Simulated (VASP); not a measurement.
Set up this calculation in VASP 6.6.1, as the native input.

| Item | Value |
| --- | --- |
| Task | single point |
| Functional | PBE |
| Potentials or basis | VASP PAW PBE potentials, release 64 (Rb_sv, Ge_d) |
| Cutoff | 520 eV |
| k mesh | 6 × 6 × 2 |
| Occupations | gaussian, width 0.1 eV |
| Spin | no spin polarisation |
| Dipole correction | no |
| Further INCAR settings | ALGO = Normal; EDIFF = 1e-07; NBANDS = 48 |

The structure of RbGe5 lies in POSCAR:

```
RbGe5
1.0
    4.8390924523      0.0000000033      0.0000000000
   -2.4195462290      4.1907769933      0.0000000000
    0.0000000000      0.0000000000      7.6356029620
Rb Ge
1 5
Direct
    0.0000000000      0.0000000000      0.0000000000
    0.3333333333      0.6666666667      0.3349497422
    0.3333333333      0.6666666667      0.6650502578
    0.6666666667      0.3333333333      0.6650502578
    0.6666666667      0.3333333333      0.3349497422
    0.0000000000      0.0000000000      0.5000000000
```

The cell was generated, and may not be a known phase.

These files were run (other wordings do the same):

INCAR

```
  PREC = Accurate
  ENCUT = 520
  EDIFF = 1E-7
  ISMEAR = 0
  SIGMA = 0.1
  LREAL = False
  LASPH = True
  NELM = 100
  ALGO = Normal
  ISIF = 2
  LWAVE = False
  LCHARG = False
  GGA = PE
  NBANDS = 48
```

KPOINTS

```
Automatic mesh
0
Gamma
  6 6 2
```

Potentials or basis: VASP PAW PBE potentials, release 64 (Rb_sv, Ge_d).

Command:

```sh
$ cat potpaw_PBE.64/Rb_sv/POTCAR potpaw_PBE.64/Ge_d/POTCAR > POTCAR
$ mpirun -np 1 vasp_std > vasp.out
```

Results of the run:

- Pressure: 0.0 GPa
- Largest force: 0.005 eV/Å
- Band gap on the k mesh: zero (an odd number of electrons rules out a gap without spin polarisation)

Caveat: the k points lie up to 0.41 Å⁻¹ apart, too coarse for converged energies and pressures of a metal.

Wall time 75 s on 1 thread of Intel(R) Xeon(R) 6975P-C (Granite Rapids), with other jobs on the host, peak memory 0.29 GiB.
